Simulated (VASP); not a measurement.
# Al2InN3 (Cmc2_1) in VASP: notebook, part 2 of 2

VASP 6.6.1. The steps go on from the part before.

**3. Single point, PBE**

INCAR

```
PREC = Accurate ; ENCUT = 520
EDIFF = 1E-6 ; ISMEAR = 0
SIGMA = 0.05 ; LREAL = F
LASPH = T ; NELM = 100
ALGO = Normal ; ISIF = 2
LWAVE = F ; LCHARG = F
GGA = PE ; NBANDS = 46
```

KPOINTS

```
regular mesh
0
Gamma
  6 6 6
```

POSCAR

```
Al2InN3
1.0
    4.9165698135     -2.8275486720      0.0000000000
    4.9165698135      2.8275486720      0.0000000000
    0.0000000000      0.0000000000      5.2490743872
Al In N
4 2 6
Direct
    0.0084427086      0.3348641725      0.9917411822
    0.6651358275      0.9915572914      0.9917411822
    0.9915572914      0.6651358275      0.4917411822
    0.3348641725      0.0084427086      0.4917411822
    0.3220722962      0.6779277038      0.9869930315
    0.6779277038      0.3220722962      0.4869930315
    0.0367610679      0.3336262977      0.3556963910
    0.6663737023      0.9632389321      0.3556963910
    0.9632389321      0.6663737023      0.8556963910
    0.3336262977      0.0367610679      0.8556963910
    0.2982358752      0.7017641248      0.4061317922
    0.7017641248      0.2982358752      0.9061317922
```

Potentials or basis: VASP PAW PBE potentials, release 64 (Al, In_d, N).

On the command line:

```bash
cat potpaw_PBE.64/Al/POTCAR potpaw_PBE.64/In_d/POTCAR potpaw_PBE.64/N/POTCAR > POTCAR
mpirun -np 1 vasp_std > vasp.out
```

OUTCAR:

```text
PREC = Accurate
   ENCUT = 520
   EDIFF = 1E-6
   ISMEAR = 0
   LREAL = F
   LASPH = T
   NELM = 100
   ISIF = 2
   GGA = PE

 ion  position               nearest neighbor table
   1  0.008  0.335  0.992-   9 1.90  10 1.91  12 1.91   7 1.92   3 3.20   3 3.20   4 3.21   4 3.21
                             2 3.22   2 3.22   5 3.22   6 3.23   5 3.23   6 3.27   5 3.36
   2  0.665  0.992  0.992-  10 1.90   9 1.91  12 1.91   8 1.92   4 3.20   4 3.20   3 3.21   3 3.21
                             1 3.22   1 3.22   5 3.22   6 3.23   5 3.23   6 3.27   5 3.36
[... 1418 lines left out ...]
 -----------------------------------------------------------------------------
  energy-cutoff  :      520.00
  volume of cell :      145.94
      direct lattice vectors                 reciprocal lattice vectors
     4.916569813 -2.827548672  0.000000000     0.101696919 -0.176831616  0.000000000
     4.916569813  2.827548672  0.000000000     0.101696919  0.176831616  0.000000000
     0.000000000  0.000000000  5.249074387     0.000000000  0.000000000  0.190509779

 POSITION                                       TOTAL-FORCE (eV/Angst)
 -----------------------------------------------------------------------------------
      1.68789      0.92297      5.20572         0.000213     -0.000161      0.000463
      8.14525      0.92297      5.20572        -0.000213     -0.000161      0.000463
      8.14525     -0.92297      2.58119        -0.000213      0.000161      0.000463
      1.68789     -0.92297      2.58119         0.000213      0.000161      0.000463
      4.91657      1.00620      5.18080         0.000000      0.000434     -0.003836
      4.91657     -1.00620      2.55626         0.000000     -0.000434     -0.003836
      1.82104      0.83940      1.86708         0.017050     -0.009195     -0.006859
      8.01210      0.83940      1.86708        -0.017050     -0.009195     -0.006859
      8.01210     -0.83940      4.49161        -0.017050      0.009195     -0.006859
      1.82104     -0.83940      4.49161         0.017050      0.009195     -0.006859
      4.91657      1.14100      2.13182         0.000000      0.021644      0.016628
      4.91657     -1.14100      4.75635         0.000000     -0.021644      0.016628
 -----------------------------------------------------------------------------------
    total drift:                               -0.000000      0.000000      0.000253

  FREE ENERGIE OF THE ION-ELECTRON SYSTEM (eV)
  ---------------------------------------------------
  free  energy   TOTEN  =       -80.8329459780 eV

  energy  without entropy=      -80.8329459780  energy(sigma->0) =      -80.83294598
```

OSZICAR:

```text
N       E                     dE             d eps       ncg     rms          rms(c)
DAV:   1     0.700559137853E+03    0.70056E+03   -0.30397E+04  4790   0.167E+03
DAV:   2     0.345108278495E+02   -0.66605E+03   -0.61851E+03  5094   0.449E+02
DAV:   3    -0.869215264825E+02   -0.12143E+03   -0.11755E+03  5614   0.183E+02
DAV:   4    -0.953167924027E+02   -0.83953E+01   -0.83064E+01  6456   0.503E+01
DAV:   5    -0.956081170994E+02   -0.29132E+00   -0.29057E+00  6346   0.955E+00    0.226E+01
DAV:   6    -0.806358429595E+02    0.14972E+02   -0.52691E+01  7640   0.600E+01    0.183E+01
DAV:   7    -0.809357943101E+02   -0.29995E+00   -0.49959E+00  5470   0.112E+01    0.558E+00
DAV:   8    -0.808627986422E+02    0.72996E-01   -0.27368E-01  7580   0.389E+00    0.427E+00
DAV:   9    -0.808324661246E+02    0.30333E-01   -0.97620E-02  7548   0.332E+00    0.472E-01
DAV:  10    -0.808319106966E+02    0.55543E-03   -0.15650E-02  6944   0.884E-01    0.399E-01
DAV:  11    -0.808325242902E+02   -0.61359E-03   -0.49508E-03  7234   0.414E-01    0.295E-01
DAV:  12    -0.808328770164E+02   -0.35273E-03   -0.51234E-04  6028   0.183E-01    0.886E-02
DAV:  13    -0.808329421921E+02   -0.65176E-04   -0.20792E-04  6266   0.108E-01    0.169E-02
DAV:  14    -0.808329453043E+02   -0.31122E-05   -0.37512E-05  7232   0.472E-02    0.160E-02
DAV:  15    -0.808329459780E+02   -0.67377E-06   -0.53696E-06  5602   0.139E-02
   1 F= -.80832946E+02 E0= -.80832946E+02  d E =-.398076E-12
```

stdout:

```text
POSCAR found type information on POSCAR AlInN
 POSCAR found :  3 types and      12 ions
 scaLAPACK will be used
 LDA part: xc-table for (Slater+PW92), standard interpolation
 POSCAR, INCAR and KPOINTS ok, starting setup
 FFT: planning ... GRIDC
 FFT: planning ... GRID_SOFT
 FFT: planning ... GRID
 WAVECAR not read
 entering main loop
```

Wall time 8.1 min (1 thread of Oxide Virtual Turin-like, shared host); peak memory 0.38 GiB.

What came out:

| Property | Result |
| --- | --- |
| Free energy | -80.8329 eV |
| Pressure | -0.1 GPa |
| Largest force | 0.027 eV/Å |
| Band gap on the k mesh | 2.16 eV |

Forces in eV/Å, atoms in the order of the input:
```
Al   0.000  0.000  0.000
Al   0.000  0.000  0.000
Al   0.000  0.000  0.000
Al   0.000  0.000  0.000
In   0.000  0.000 -0.004
In   0.000  0.000 -0.004
N    0.017 -0.009 -0.007
N   -0.017 -0.009 -0.007
N   -0.017  0.009 -0.007
N    0.017  0.009 -0.007
N    0.000  0.022  0.017
N    0.000 -0.022  0.017
```

Levels at points of the mesh, in eV from the valence-band top:
```tsv
k point	band 31	band 32	band 33	band 34	band 35	band 36	band 37	band 38
(0.00, 0.00, 0.00)	-0.60	-0.06	-0.05	0.00	2.16	4.39	5.23	5.57
(0.50, 0.00, 0.00)	-0.70	-0.58	-0.58	-0.27	4.23	4.48	5.72	5.84
(0.50, 0.50, 0.00)	-0.68	-0.52	-0.48	-0.33	3.99	4.72	5.37	6.08
(0.00, 0.00, 0.50)	-0.38	-0.38	-0.14	-0.14	4.25	4.25	6.71	6.71
(0.50, 0.00, 0.50)	-0.89	-0.89	-0.51	-0.51	4.47	4.47	5.53	5.53
(0.50, 0.50, 0.50)	-0.89	-0.89	-0.61	-0.61	4.61	4.61	5.54	5.54
```

Caveat: spin-orbit coupling is left out, which moves the levels of the heavy elements.
